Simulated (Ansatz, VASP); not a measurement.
One calculation of SiO2, two programs

```
Si O
1.0
     5.05968    0.00000    0.00000
    -2.52984    4.38181    0.00000
     0.00000    0.00000    5.54109
Si O
3 6
Direct
  0.00000 0.50000 0.33333
  0.50000 0.50000 0.66667
  0.50000 0.00000 0.00000
  0.58350 0.79175 0.83333
  0.79175 0.58350 0.50000
  0.79175 0.20825 0.16667
  0.41650 0.20825 0.83333
  0.20825 0.41650 0.50000
  0.20825 0.79175 0.16667
```

Alike in both runs: task single point; functional r2SCAN; k mesh 6 × 6 × 4; occupations gaussian, width 0.02 eV; no spin polarisation.

|  | VASP | Ansatz |
| --- | --- | --- |
| version | VASP 6.6.1 | Ansatz 0.2.0 |
| potentials or method | VASP PAW PBE potentials, release 64 (Si, O), cutoff 520 eV | scalar-relativistic, plane waves, PAW |
| valence electrons in the cell | 48 | 48 |

```tsv
	VASP	Ansatz	Ansatz less VASP
gap on the k mesh at the Fermi level (eV)	6.30	6.30	+0.003
least direct gap on the mesh (eV)	6.49	6.49	0.000
pressure (GPa)	0.1	0.0	-0.17
rms of the force components (eV/Å)	0.006	0.001	-0.0053
```

VASP's potentials were made for PBE, not for r2SCAN. Atom by atom the forces differ by 0.005 eV/Å (rms over components).
